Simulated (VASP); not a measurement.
# W in VASP: further runs

Runs on W. Level: PBE. Tasks: single point.

Everything below comes from runs of VASP 6.6.1. Logs are shortened: lines on timing, memory, paths and dates and some standing lists are left out, and cuts for length are marked.

## Step 1: The cell of the first run

The cell holds a slab with vacuum, 7 atoms: a = 3.183 Å, b = 3.183 Å, c = 22.236 Å, α = 90.00°, β = 90.00°, γ = 90.00°.

## Step 2: Single point, PBE

Input file INCAR:

```
  PREC = Accurate
  ENCUT = 520
  EDIFF = 1E-6
  ISMEAR = -1
  SIGMA = 0.08
  LREAL = False
  LASPH = True
  NELM = 100
  ALGO = Normal
  ISIF = 2
  LWAVE = False
  LCHARG = False
  LDIPOL = True
  IDIPOL = 3
  DIPOL = 0.5 0.5 0.500
  GGA = PE
  NBANDS = 58
```

Input file KPOINTS:

```
Automatic mesh
0
Gamma
  11 11 1
```

Input file POSCAR:

```
W
1.0
    3.1834185694      0.0000000000      0.0000000000
    0.0000000000      3.1834185694      0.0000000000
    0.0000000000      0.0000000000     22.2362000000
W
7
Direct
    0.0000000000      0.0000000000      0.2923156783
    0.5000000000      0.5000000000      0.3558895750
    0.0000000000      0.0000000000      0.4290572062
    0.5000000000      0.5000000000      0.4999999995
    0.0000000000      0.0000000000      0.5709427924
    0.5000000000      0.5000000000      0.6441104246
    0.0000000000      0.0000000000      0.7076843217
```

Potentials or basis: VASP PAW PBE potentials, release 64 (W_sv).

Command:

```
> cat potpaw_PBE.64/W_sv/POTCAR > POTCAR
> mpirun -np 1 vasp_std > vasp.out
```

OUTCAR:

```text
PREC = Accurate
   ENCUT = 520
   EDIFF = 1E-6
   ISMEAR = -1
   LREAL = False
   LASPH = True
   NELM = 100
   ISIF = 2
   GGA = PE

 ion  position               nearest neighbor table
   1  0.000  0.000  0.292-   2 2.66   2 2.66   2 2.66   2 2.66   3 3.04
   2  0.500  0.500  0.356-   1 2.66   1 2.66   1 2.66   1 2.66   3 2.78   3 2.78   3 2.78   3 2.78
                             4 3.20
   3  0.000  0.000  0.429-   4 2.75   4 2.75   4 2.75   4 2.75   2 2.78   2 2.78   2 2.78   2 2.78
                             1 3.04   5 3.15
   4  0.500  0.500  0.500-   5 2.75   5 2.75   5 2.75   5 2.75   3 2.75   3 2.75   3 2.75   3 2.75
                             2 3.20   6 3.20
   5  0.000  0.000  0.571-   4 2.75   4 2.75   4 2.75   4 2.75   6 2.78   6 2.78   6 2.78   6 2.78
                             7 3.04   3 3.15
   6  0.500  0.500  0.644-   7 2.66   7 2.66   7 2.66   7 2.66   5 2.78   5 2.78   5 2.78   5 2.78
                             4 3.20
   7  0.000  0.000  0.708-   6 2.66   6 2.66   6 2.66   6 2.66   5 3.04

  LATTYP: Found a simple tetragonal cell.
 ALAT       =     3.1834185694
 C/A-ratio  =     6.9850066886

  Lattice vectors:

 A1 = (   3.1834185694,   0.0000000000,   0.0000000000)
 A2 = (   0.0000000000,   3.1834185694,   0.0000000000)
 A3 = (   0.0000000000,   0.0000000000,  22.2362000000)

Analysis of symmetry for initial positions (statically):
=====================================================================
 Subroutine PRICEL returns:
 Original cell was already a primitive cell.

 Routine SETGRP: Setting up the symmetry group for a
 simple tetragonal supercell.

 Subroutine GETGRP returns: Found 16 space group operations
 (whereof 16 operations were pure point group operations)
 out of a pool of 16 trial point group operations.

The static configuration has the point symmetry D_4h.

Analysis of symmetry for dynamics (positions and initial velocities):
=====================================================================
 Subroutine PRICEL returns:
 Original cell was already a primitive cell.

 Routine SETGRP: Setting up the symmetry group for a
 simple tetragonal supercell.

 Subroutine GETGRP returns: Found 16 space group operations
 (whereof 16 operations were pure point group operations)
 out of a pool of 16 trial point group operations.

The dynamic configuration has the point symmetry D_4h.

 Subroutine INISYM returns: Found 16 space group operations
 (whereof 16 operations are pure point group operations),
 and found     1 'primitive' translations

[... 112 lines left out ...]
   NUPDOWN=      -1.0000    fix difference up-down
   EMIN   =  10.00;   EMAX   =-10.00  energy-range for DOS
   EFERMI =   0.00;   METHOD = LEGACY
   ISMEAR =    -1;   SIGMA  =   0.08  broadening in eV -4-tet -1-fermi 0-gaus
   EFERMI_NEDOS =   21; number of points for ismear=-14 and -15
   IALGO  =     38    algorithm
   IMIX   =      4    mixing-type and parameters
     AMIX     =   0.40;   BMIX     =  1.00
     AMIX_MAG =   1.60;   BMIX_MAG =  1.00
  volume/ion in A,a.u.               =      32.19       217.24
  Fermi-wavevector in a.u.,A,eV,Ry     =   1.240321  2.343867 20.931158  1.538397
  Thomas-Fermi vector in A             =   2.374767
   LORBIT       =      0    0 simple, 1 ext, 2 COOP (PROOUT), +10 PAW based schemes
   GGA     = PE    functional components
   LHFCALC =     F    Hartree Fock is set to
   AEXX    =    0.0000 exact exchange contribution
   IVDW    =     0    specifies the selected vdW correction
   LEPSILON=     F    determine dielectric tensor
   LRPA    =     F    only Hartree local field effects (RPA)
 non-spin polarized calculation
  energy-cutoff  :      520.00
  volume of cell :      225.35
 maximum number of plane-waves:      6116
 NGX is ok and might be reduce to    24
   NGX = 11   NGY = 11   NGZ = 83

 number of electron      97.9999984 magnetization

 dipolmoment           0.000000      0.000000      0.000000 electrons x Angstroem

 Free energy of the ion-electron system (eV)
  ---------------------------------------------------
  ext. energy  EPLUGINS =         0.00000000
  ---------------------------------------------------
  free energy    TOTEN  =       -85.68937555 eV

  energy without entropy =      -85.57252694  energy(sigma->0) =      -85.63095125

 E-fermi :   3.5831     XC(G=0):  -7.7765

 val. band max:        3.5813387410   @ k =   0.3636   0.0909   0.0000
 cond. band min:       3.6346166217   @ k =   0.0909   0.0909   0.0000
 fundamental gap:      0.0532778807
 Fermi energy:         3.5831298405

 k-point     1 :       0.0000    0.0000    0.0000
  band No.  band energies     occupation
      1     -70.5299      2.00000
      2     -70.5003      2.00000
      3     -70.3195      2.00000
      4     -70.3152      2.00000
      5     -70.2620      2.00000
      6     -70.1488      2.00000
[... 1270 lines left out ...]
     57       6.6590      0.00000
     58       6.7360      0.00000

------------------------ aborting loop because EDIFF is reached ----------------------------------------

 vacuum level on the upper side and lower side of the slab       (xc-potential included)        -0.299        -0.299

  FORCE on cell =-STRESS in cart. coord.  units (eV):
  Direction    XX          YY          ZZ          XY          YZ          ZX
  --------------------------------------------------------------------------------------
  -------------------------------------------------------------------------------------
  Total       -3.1412852     -3.1412852      0.3176377      0.0000000      0.0000000     -0.0000000
  in kB      -22.3341736    -22.3341736      2.2583675      0.0000000      0.0000000     -0.0000000
  external PRESSURE =     -14.1366599 kB  Pullay stress =       0.0000000 kB

 VOLUME and BASIS-vectors are now :
 -----------------------------------------------------------------------------
  energy-cutoff  :      520.00
  volume of cell :      225.35
      direct lattice vectors                 reciprocal lattice vectors
     3.183418569  0.000000000  0.000000000     0.314127715  0.000000000  0.000000000
     0.000000000  3.183418569  0.000000000     0.000000000  0.314127715  0.000000000
     0.000000000  0.000000000 22.236200000     0.000000000  0.000000000  0.044971713

 POSITION                                       TOTAL-FORCE (eV/Angst)
 -----------------------------------------------------------------------------------
      0.00000      0.00000      6.49999        -0.000000      0.000000     -0.045158
      1.59171      1.59171      7.91363        -0.000000     -0.000000      0.000468
      0.00000      0.00000      9.54060         0.000000      0.000000      0.002663
      1.59171      1.59171     11.11810        -0.000000      0.000000     -0.000000
      0.00000      0.00000     12.69560        -0.000000      0.000000     -0.002663
      1.59171      1.59171     14.32257         0.000000     -0.000000     -0.000468
      0.00000      0.00000     15.73621         0.000000      0.000000      0.045158
 -----------------------------------------------------------------------------------
    total drift:                                0.000000     -0.000000      0.000129

  FREE ENERGIE OF THE ION-ELECTRON SYSTEM (eV)
  ---------------------------------------------------
  free  energy   TOTEN  =       -85.6893755514 eV

  energy  without entropy=      -85.5725269412  energy(sigma->0) =      -85.63095125

 vacuum level on the upper side and lower side of the slab         7.396         7.396
```

OSZICAR:

```text
N       E                     dE             d eps       ncg     rms          rms(c)
DAV:   1     0.132515861855E+04    0.13252E+04   -0.61469E+04  2732   0.175E+03
DAV:   2    -0.216587634312E+02   -0.13468E+04   -0.13192E+04  2666   0.563E+02
DAV:   3    -0.885843781039E+02   -0.66926E+02   -0.64689E+02  3044   0.122E+02
[... 19 lines left out ...]
DAV:  23    -0.856893357283E+02   -0.25237E-04   -0.58632E-06  2640   0.231E-02    0.271E-02
DAV:  24    -0.856893663079E+02   -0.30580E-04   -0.44317E-06  2160   0.966E-03    0.164E-02
DAV:  25    -0.856893732885E+02   -0.69806E-05   -0.17081E-06  1800   0.711E-03    0.993E-03
DAV:  26    -0.856893753919E+02   -0.21034E-05   -0.12215E-06  1738   0.716E-03    0.335E-03
DAV:  27    -0.856893755514E+02   -0.15946E-06   -0.24707E-07  1498   0.243E-03
   1 F= -.85689376E+02 E0= -.85630951E+02  d E =-.116849E+00
```

stdout:

```text
POSCAR found type information on POSCAR W
 POSCAR found :  1 types and       7 ions
 scaLAPACK will be used
 LDA part: xc-table for (Slater+PW92), standard interpolation
 POSCAR, INCAR and KPOINTS ok, starting setup
 FFT: planning ... GRIDC
 FFT: planning ... GRID_SOFT
 FFT: planning ... GRID
 WAVECAR not read
 entering main loop
```

It took 11 min on 1 thread of Intel Xeon 8259CL, shared host; peak memory 0.41 GiB.

What came out:

```yaml
Free_energy: -85.6894 eV
Largest_force: 0.045 eV/Å
Band_gap_on_the_k_mesh: zero (bands 49 and 50 overlap by 1.80 eV)
```

Forces in eV/Å, atoms in the order of the input:
```
W    0.000  0.000 -0.045
W    0.000  0.000  0.000
W    0.000  0.000  0.003
W    0.000  0.000  0.000
W    0.000  0.000 -0.003
W    0.000  0.000  0.000
W    0.000  0.000  0.045
```

Caveat: spin-orbit coupling is left out, which moves the levels of the heavy elements.

## Step 3: Single point, PBE

This run uses another cell than the first one.

Input file INCAR:

```
PREC = Accurate
ENCUT = 520
EDIFF = 1E-6
ISMEAR = -1
SIGMA = 0.08
LREAL = False
LASPH = True
NELM = 80
ALGO = Normal
ISIF = 2
LWAVE = False
LCHARG = False
LDIPOL = True
IDIPOL = 3
DIPOL = 0.5 0.5 0.500
GGA = PE
NBANDS = 58
```

Input file KPOINTS:

```
regular mesh
0
Gamma
  11 11 1
```

Input file POSCAR:

```
W
1.0
    3.1834185694      0.0000000000      0.0000000000
    0.0000000000      3.1834185694      0.0000000000
    0.0000000000      0.0000000000     25.5503000000
W
7
Direct
    0.0000000000      0.0000000000      0.3131087363
    0.5000000000      0.5000000000      0.3754058242
    0.0000000000      0.0000000000      0.4377029121
    0.5000000000      0.5000000000      0.5000000000
    0.0000000000      0.0000000000      0.5622970879
    0.5000000000      0.5000000000      0.6245941758
    0.0000000000      0.0000000000      0.6868912637
```

Potentials or basis: VASP PAW PBE potentials, release 64 (W_sv).

Command:

```
> cat potpaw_PBE.64/W_sv/POTCAR > POTCAR
> mpirun -np 1 vasp_std > vasp.out
```

Wall time 14 min (1 thread of Intel Xeon 8259CL, shared host); peak memory 0.45 GiB.

The run converged. Its results:

| Quantity | Value |
| --- | --- |
| Free energy | -85.3553 eV |
| Largest force | 1.730 eV/Å |
| Band gap on the k mesh | zero (bands 49 and 50 overlap by 1.93 eV) |

Forces in eV/Å, atoms in the order of the input:
```
W    0.000  0.000  1.730
W    0.000  0.000 -1.661
W    0.000  0.000  0.025
W    0.000  0.000  0.000
W    0.000  0.000 -0.025
W    0.000  0.000  1.661
W    0.000  0.000 -1.730
```

Levels at points of the mesh, in eV from the Fermi level:
```tsv
k point	band 46	band 47	band 48	band 49	band 50	band 51	band 52	band 53
(0.00, 0.00, 0.00)	-0.61	-0.61	-0.29	-0.28	-0.24	0.02	0.02	0.66
```

Caveat: spin-orbit coupling is left out, which moves the levels of the heavy elements.
